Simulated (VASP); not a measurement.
# WC (Cm) in VASP: notebook

The runs below take WC through single point, with PBE.

All numbers are computed with VASP 6.6.1; they aren't measurements. Logs are shortened: lines on timing, memory, paths and dates and some standing lists are left out, and cuts for length are marked.

### 1 The cell of the first run

Symmetry: Cm, No. 8, monoclinic system. The conventional cell has a = 5.024 Å, b = 2.901 Å, c = 2.829 Å, α = 90.00°, β = 90.00°, γ = 90.00°. Within 2.8 Å of W (site symmetry m) lie 6 C at 2.09 to 2.26 Å. Within 2.8 Å of C (site symmetry m) lie 6 W at 2.09 to 2.26 Å.

### 2 Single point, PBE

Contents of INCAR:

```
SYSTEM = WC
ALGO = Normal ; EDIFF = 1E-6
ENCUT = 520 ; GGA = PE
ISIF = 2 ; ISMEAR = 0
LASPH = .TRUE. ; LCHARG = .FALSE.
LREAL = .FALSE. ; LWAVE = .FALSE.
NBANDS = 16 ; NELM = 60
PREC = Accurate ; SIGMA = 0.15
```

Contents of KPOINTS:

```
k-points
0
G
  18 18 16
  0 0 0
```

Contents of POSCAR:

```
WC
1.0
    2.9005014360      0.0000000000      0.0000000000
   -1.4502507180      2.5119079273      0.0000000000
    0.0000000000      0.0000000000      2.8290000000
W C
1 1
Direct
    0.0000000000      0.0000000000      0.0000000000
    0.6362538297      0.3181269149      0.4771903723
```

Potentials or basis: VASP PAW PBE potentials, release 64 (W_sv, C).

Command:

```bash
> cat potpaw_PBE.64/W_sv/POTCAR potpaw_PBE.64/C/POTCAR > POTCAR
> mpirun -np 1 vasp_std > vasp.out
```

OUTCAR:

```text
SYSTEM = WC
   EDIFF = 1E-6
   ENCUT = 520
   GGA = PE
   ISIF = 2
   ISMEAR = 0
   LASPH = .TRUE.
   LREAL = .FALSE.
   NELM = 60
   PREC = Accurate

 ion  position               nearest neighbor table
   1  0.000  0.000  0.000-   2 2.09   2 2.18   2 2.18   2 2.18   2 2.26   2 2.26
   2  0.636  0.318  0.477-   1 2.09   1 2.18   1 2.18   1 2.18   1 2.26   1 2.26

  LATTYP: Found a hexagonal cell.
 ALAT       =     2.9005014360
 C/A-ratio  =     0.9753485949

  Lattice vectors:

 A1 = (   2.9005014360,   0.0000000000,   0.0000000000)
 A2 = (  -1.4502507180,   2.5119079273,   0.0000000000)
 A3 = (   0.0000000000,   0.0000000000,   2.8290000000)

Analysis of symmetry for initial positions (statically):
=====================================================================
 Subroutine PRICEL returns:
 Original cell was already a primitive cell.

 Routine SETGRP: Setting up the symmetry group for a
 hexagonal supercell.

 Subroutine GETGRP returns: Found  2 space group operations
 (whereof  2 operations were pure point group operations)
 out of a pool of 24 trial point group operations.

The static configuration has the point symmetry C_1h.

Analysis of symmetry for dynamics (positions and initial velocities):
=====================================================================
 Subroutine PRICEL returns:
 Original cell was already a primitive cell.

 Routine SETGRP: Setting up the symmetry group for a
 hexagonal supercell.

 Subroutine GETGRP returns: Found  2 space group operations
 (whereof  2 operations were pure point group operations)
 out of a pool of 24 trial point group operations.

The dynamic configuration has the point symmetry C_1h.

 Subroutine INISYM returns: Found  2 space group operations
 (whereof  2 operations are pure point group operations),
 and found     1 'primitive' translations

----------------------------------------------------------------------------------------

                                     Primitive cell

  volume of cell :      20.6115

  direct lattice vectors                    reciprocal lattice vectors
     2.900501436  0.000000000  0.000000000     0.344767973  0.199051882  0.000000000
    -1.450250718  2.511907927  0.000000000     0.000000000  0.398103764  0.000000000
     0.000000000  0.000000000  2.829000000     0.000000000  0.000000000  0.353481796

  length of vectors
     2.900501436  2.900501436  2.829000000     0.398103764  0.398103764  0.353481796
[... 80 lines left out ...]
   NELM   =     60;   NELMIN=  2; NELMDL= -5     # of ELM steps
   EDIFF  = 0.1E-05   stopping-criterion for ELM
   LREAL  =      F    real-space projection
   EDIFFG = 0.1E-04   stopping-criterion for IOM
   NSW    =      0    number of steps for IOM
   IBRION =     -1    ionic relax: 0-MD 1-quasi-New 2-CG
   NFREE  =      0    steps in history (QN), initial steepest desc. (CG)
   ISIF   =      2    stress and relaxation
   ISYM   =      2    0-nonsym 1-usesym 2-fastsym
   POTIM  = 0.5000    time-step for ionic-motion
   TEBEG  =    0.0;   TEEND  =   0.0 temperature during run
   PSTRESS=    0.0 pullay stress
   NELECT =      18.0000    total number of electrons
   NUPDOWN=      -1.0000    fix difference up-down
   EMIN   =  10.00;   EMAX   =-10.00  energy-range for DOS
   EFERMI =   0.00;   METHOD = LEGACY
   ISMEAR =     0;   SIGMA  =   0.15  broadening in eV -4-tet -1-fermi 0-gaus
   EFERMI_NEDOS =   21; number of points for ismear=-14 and -15
   IALGO  =     38    algorithm
   IMIX   =      4    mixing-type and parameters
     AMIX     =   0.40;   BMIX     =  1.00
     AMIX_MAG =   1.60;   BMIX_MAG =  1.00
  volume/ion in A,a.u.               =      10.31        69.55
  Fermi-wavevector in a.u.,A,eV,Ry     =   1.564813  2.957068 33.315762  2.448639
  Thomas-Fermi vector in A             =   2.667381
   LORBIT       =      0    0 simple, 1 ext, 2 COOP (PROOUT), +10 PAW based schemes
   GGA     = PE    functional components
   LHFCALC =     F    Hartree Fock is set to
   AEXX    =    0.0000 exact exchange contribution
   IVDW    =     0    specifies the selected vdW correction
   LEPSILON=     F    determine dielectric tensor
   LRPA    =     F    only Hartree local field effects (RPA)
 non-spin polarized calculation
 Gauss-broadening in eV      SIGMA  =   0.15
  energy-cutoff  :      520.00
  volume of cell :       20.61
 maximum number of plane-waves:       580
 NGX is ok and might be reduce to    24
   NGX = 11   NGY = 11   NGZ = 11

 number of electron      18.0000000 magnetization

 Free energy of the ion-electron system (eV)
  ---------------------------------------------------
  ext. energy  EPLUGINS =         0.00000000
  ---------------------------------------------------
  free energy    TOTEN  =       -22.35583677 eV

  energy without entropy =      -22.35281525  energy(sigma->0) =      -22.35432601

 E-fermi :  11.1916     XC(G=0): -13.8331

 val. band max:       11.1872161675   @ k =   0.1111   0.0000   0.3750
 cond. band min:      11.2126149396   @ k =   0.0000   0.0556   0.2500
 fundamental gap:      0.0253987721
 Fermi energy:        11.1916281699

 k-point     1 :       0.0000    0.0000    0.0000
  band No.  band energies     occupation
      1     -62.7982      2.00000
      2     -26.7823      2.00000
      3     -26.6849      2.00000
      4     -26.6776      2.00000
      5      -3.3251      2.00000
      6       6.7327      2.00000
[... 433 lines left out ...]
      3     -26.7595      2.00000
      4     -26.7230      2.00000
      5      -2.7695      2.00000
      6       6.5759      2.00000
[... 8 lines left out ...]
     15      24.9024      0.00000
     16      28.8829      0.00000

 [... further k-points ...]

------------------------ aborting loop because EDIFF is reached ----------------------------------------

  FORCE on cell =-STRESS in cart. coord.  units (eV):
  Direction    XX          YY          ZZ          XY          YZ          ZX
  --------------------------------------------------------------------------------------
  -------------------------------------------------------------------------------------
  Total        1.6294219      1.1477426      1.6721616      0.4171465      0.1434951      0.2485408
  in kB      126.6585148     89.2165307    129.9807646     32.4257094     11.1541894     19.3196197
  external PRESSURE =     115.2852700 kB  Pullay stress =       0.0000000 kB

 VOLUME and BASIS-vectors are now :
 -----------------------------------------------------------------------------
  energy-cutoff  :      520.00
  volume of cell :       20.61
      direct lattice vectors                 reciprocal lattice vectors
     2.900501436  0.000000000  0.000000000     0.344767973  0.199051882  0.000000000
    -1.450250718  2.511907927  0.000000000     0.000000000  0.398103764  0.000000000
     0.000000000  0.000000000  2.829000000     0.000000000  0.000000000  0.353481796

 POSITION                                       TOTAL-FORCE (eV/Angst)
 -----------------------------------------------------------------------------------
      0.00000      0.00000      0.00000        -1.135533     -0.655600     -0.981031
      1.38409      0.79911      1.34997         1.135533      0.655600      0.981031
 -----------------------------------------------------------------------------------
    total drift:                                0.000055      0.000031      0.000250

  FREE ENERGIE OF THE ION-ELECTRON SYSTEM (eV)
  ---------------------------------------------------
  free  energy   TOTEN  =       -22.3558367681 eV

  energy  without entropy=      -22.3528152534  energy(sigma->0) =      -22.35432601
```

Run time: 3.1 min. Hardware: 1 thread of Intel Xeon 6975P-C, shared host; peak memory 0.53 GiB.

Results:

```yaml
Free_energy: -22.3558 eV
Pressure: 11.5 GPa
Largest_force: 1.638 eV/Å
Band_gap_on_the_k_mesh: zero (band 9 reaches 11.62 eV, above the bottom of band 10 at 10.62 eV)
```

Forces in eV/Å, atoms in the order of the input:
```
W   -1.136 -0.656 -0.981
C    1.136  0.656  0.981
```

Caveat: the cell differs from its parent crystal (all C atoms moved +0.100 Å, as atom 2 towards its neighbour atom 1 (W) at 2.192 Å); spin-orbit coupling is left out, which moves the levels of the heavy elements; forces of over 1 eV/Å act on the atoms, so gaps and moduli don't describe the material at rest.

### 3 Single point, PBE

Contents of INCAR:

```
SYSTEM = WC
PREC = Accurate ; ENCUT = 520
EDIFF = 1E-6 ; ISMEAR = 0
SIGMA = 0.15 ; LREAL = .FALSE.
LASPH = .TRUE. ; NELM = 80
ALGO = Normal ; ISIF = 2
LWAVE = .FALSE. ; LCHARG = .TRUE.
GGA = PE ; LELF = .TRUE.
LVHAR = .TRUE. ; NBANDS = 16
```

Contents of KPOINTS:

```
Automatic mesh
0
G
  18 18 16
  0 0 0
```

Changes to POSCAR since step 2:

```diff
@@ -9,2 +9,2 @@
     0.0000000000      0.0000000000      0.0000000000
-    0.6362538297      0.3181269149      0.4771903723
+    0.6818730851      0.3409365426      0.5114048138
```

Potentials or basis: VASP PAW PBE potentials, release 64 (W_sv, C).

Command:

```bash
> cat potpaw_PBE.64/W_sv/POTCAR potpaw_PBE.64/C/POTCAR > POTCAR
> mpirun -np 1 vasp_std > vasp.out
```

Run time: 3.4 min. Hardware: 1 thread of Intel Xeon 6975P-C, shared host; peak memory 0.53 GiB.

It converged, with:

| Quantity | Value |
| --- | --- |
| Free energy | -22.4167 eV |
| Pressure | 10.1 GPa |
| Largest force | 0.766 eV/Å |
| Band gap on the k mesh | zero (band 9 reaches 11.74 eV, above the bottom of band 10 at 10.61 eV) |

Forces in eV/Å, atoms in the order of the input:
```
W    0.517  0.298  0.480
C   -0.517 -0.298 -0.480
```

Stress tensor (GPa, compression positive):
```
 8.77 -1.58  0.41
-1.58 10.59  0.24
 0.41  0.24 10.88
```

Levels at points of the mesh, in eV from the Fermi level:
| k point | band 5 | band 6 | band 7 | band 8 | band 9 | band 10 | band 11 | band 12 | band 13 | band 14 |
| --- | --- | --- | --- | --- | --- | --- | --- | --- | --- | --- |
| (0.00, 0.00, 0.00) | -14.51 | -4.38 | -3.41 | -3.32 | 0.10 | 3.21 | 3.31 | 5.46 | 5.76 | 6.55 |
| (0.50, 0.00, 0.00) | -11.25 | -6.95 | -3.66 | -3.46 | -0.54 | 2.35 | 4.62 | 4.98 | 6.55 | 9.79 |
| (0.00, 0.50, 0.00) | -11.09 | -7.13 | -3.75 | -3.59 | -0.44 | 2.39 | 4.53 | 4.90 | 7.03 | 9.76 |
| (0.00, 0.00, 0.50) | -10.44 | -8.69 | -2.30 | -1.81 | -0.61 | -0.57 | 3.72 | 4.17 | 4.92 | 10.01 |
| (0.50, 0.00, 0.50) | -11.24 | -6.61 | -4.46 | -4.32 | 0.44 | 4.46 | 5.35 | 6.66 | 9.43 | 10.10 |
| (0.00, 0.50, 0.50) | -11.41 | -6.45 | -4.33 | -4.13 | 0.22 | 4.47 | 5.36 | 6.66 | 9.19 | 10.30 |

Caveat: the cell differs from its parent crystal (all C atoms moved -0.050 Å, as atom 2 towards its neighbour atom 1 (W) at 2.192 Å); spin-orbit coupling is left out, which moves the levels of the heavy elements.
